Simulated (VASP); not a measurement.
A run of VASP 6.6.1 is set up as follows.

INCAR

```
PREC = Accurate
ENCUT = 520
EDIFF = 1E-6
ISMEAR = 0
SIGMA = 0.05
LREAL = False
LASPH = True
NELM = 100
ALGO = Normal
ISIF = 2
LWAVE = False
LCHARG = True
GGA = PE
LELF = True
LVHAR = True
NBANDS = 26
```

KPOINTS

```
Automatic mesh
0
Gamma
  9 9 4
```

The input POSCAR:

```
MgO
1.0
    3.2571832072      0.0000000000      0.0000000000
   -1.6285916036      2.8208034022      0.0000000000
    0.0000000000      0.0000000000     11.0920116939
Mg O
4 4
Direct
    0.3333333333      0.6666666667      0.9694906392
    0.0000000000      0.0000000000      0.2208211786
    0.0000000000      0.0000000000      0.7208211786
    0.6666666667      0.3333333333      0.4694906392
    0.3333333333      0.6666666667      0.7800420079
    0.0000000000      0.0000000000      0.5296443544
    0.0000000000      0.0000000000      0.0296443544
    0.6666666667      0.3333333333      0.2800420079
```

Potentials or basis: VASP PAW PBE potentials, release 64 (Mg, O).

The run is started by

```console
$ cat potpaw_PBE.64/Mg/POTCAR potpaw_PBE.64/O/POTCAR > POTCAR
$ mpirun -np 1 vasp_std > vasp.out
```

(1) Estimate the band gap on the k mesh.

(2) What does it give for the largest force?

(3) Estimate the pressure.

Results:

(1) 3.26 eV, direct.

(2) 0.331 eV/Å.

(3) -3.9 GPa.
